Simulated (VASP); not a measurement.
Wanted: the native input for a VASP 6.6.1 run.

- Task: single point
- Functional: PBE
- Potentials or basis: VASP PAW PBE potentials, release 64 (Sn_d, O)
- Cutoff: 520 eV
- k mesh: 6 × 6 × 6
- Occupations: fermi-dirac, width 0.15 eV
- Spin: no spin polarisation
- Dipole correction: no
- Further INCAR settings: ALGO = Normal; EDIFF = 1e-06; NBANDS = 58

The structure of Sn3O lies in POSCAR:

```
Sn3O
1.0
    5.9106795295      0.0000000000      0.0000000000
   -2.9553397648      5.1187986262      0.0000000000
    0.0000000000      0.0000000000      6.0517655056
Sn O
6 2
Direct
    0.3320199642      0.0000000000      0.0000000000
    0.3320199642      0.3320199642      0.5000000000
    0.0000000000      0.3320199642      0.0000000000
    0.6679800358      0.0000000000      0.5000000000
    0.6679800358      0.6679800358      0.0000000000
    0.0000000000      0.6679800358      0.5000000000
    0.3333333333      0.6666666667      0.2500000000
    0.6666666667      0.3333333333      0.7500000000
```

One way to write it, as run:

INCAR

```
PREC = Accurate ; ENCUT = 520
EDIFF = 1E-6 ; ISMEAR = -1
SIGMA = 0.15 ; LREAL = False
LASPH = True ; NELM = 100
ALGO = Normal ; ISIF = 2
LWAVE = False ; LCHARG = False
GGA = PE ; NBANDS = 58
```

KPOINTS

```
regular mesh
0
Gamma
  6 6 6
```

Potentials or basis: VASP PAW PBE potentials, release 64 (Sn_d, O).

The run is started by

```bash
$ cat potpaw_PBE.64/Sn_d/POTCAR potpaw_PBE.64/O/POTCAR > POTCAR
$ mpirun -np 1 vasp_std > vasp.out
```

Results of the run:

```yaml
Pressure: 0.0 GPa
Largest_force: 0.006 eV/Å
Band_gap_on_the_k_mesh: zero (bands 48 and 49 overlap by 1.14 eV)
```

Caveat: spin-orbit coupling is left out, which moves the levels of the heavy elements.

Wall time 11 min on 1 thread of AMD EPYC 7R13, with other jobs on the host, peak memory 0.44 GiB.
